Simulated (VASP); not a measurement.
A run of VASP 6.6.1 is set up as follows.

Contents of INCAR:

```
  ALGO = Normal
  EDIFF = 1E-6
  ENCUT = 600
  GGA = PE
  GGA_COMPAT = F
  ISIF = 2
  ISMEAR = 0
  LASPH = T
  LCHARG = F
  LREAL = F
  LWAVE = F
  NBANDS = 11
  NELM = 120
  PREC = Accurate
  SIGMA = 0.02
```

The input KPOINTS:

```
k-points
0
Gamma
  10 10 10
```

Contents of POSCAR:

```
MgO
1.0
    0.0000000000      2.1481855952      2.1481855952
    2.1481855952      0.0000000000      2.1481855952
    2.1481855952      2.1481855952      0.0000000000
Mg O
1 1
Direct
    0.0000000000      0.0000000000      0.0000000000
    0.5000000000      0.5000000000      0.5000000000
```

Potentials or basis: VASP PAW PBE potentials, release 64 (Mg, O).

Launch:

```bash
$ cat potpaw_PBE.64/Mg/POTCAR potpaw_PBE.64/O/POTCAR > POTCAR
$ mpirun -np 1 vasp_std > vasp.out
```

(1) Predict the band gap on the k mesh.

(2) Predict the pressure.

Answers

(1) 4.17 eV, direct.

(2) -5.2 GPa.
